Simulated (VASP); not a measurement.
**LiCl: single point with PBE**

The system is LiCl.

```
Li Cl
1.0
     0.00000    2.57000    2.57000
     2.57000    0.00000    2.57000
     2.57000    2.57000    0.00000
Li Cl
1 1
Direct
  0.00000 0.00000 0.00000
  0.50000 0.50000 0.50000
```

```
Program                : VASP 6.6.1
Task                   : single point
Functional             : PBE
Potentials or basis    : VASP PAW PBE potentials, release 64 (Li_sv, Cl)
Cutoff                 : 750 eV
k mesh                 : 4 × 4 × 4
Occupations            : gaussian, width 0.01 eV
Spin                   : no spin polarisation
Dipole correction      : no
Further INCAR settings : ALGO = Normal; EDIFF = 1e-06; NBANDS = 12
```

The pressure is 0.2 GPa and the band gap on the k mesh is 6.30 eV.

Levels at points of the mesh, in eV from the valence-band top:
```tsv
k point	band 3	band 4	band 5	band 6	band 7	band 8
(0.00, 0.00, 0.00)	0.00	0.00	0.00	6.30	11.93	11.93
(0.50, 0.00, 0.00)	-2.79	-0.25	-0.25	6.75	9.49	9.49
(0.50, 0.50, 0.00)	-2.87	-1.09	-1.09	7.86	8.30	12.39
```

Wall time 9.6 s on 1 thread of Intel Xeon 8259CL (shared host), peak memory 0.16 GiB.

Caveat: the k points lie up to 0.53 Å⁻¹ apart. A k mesh can miss the band edges.
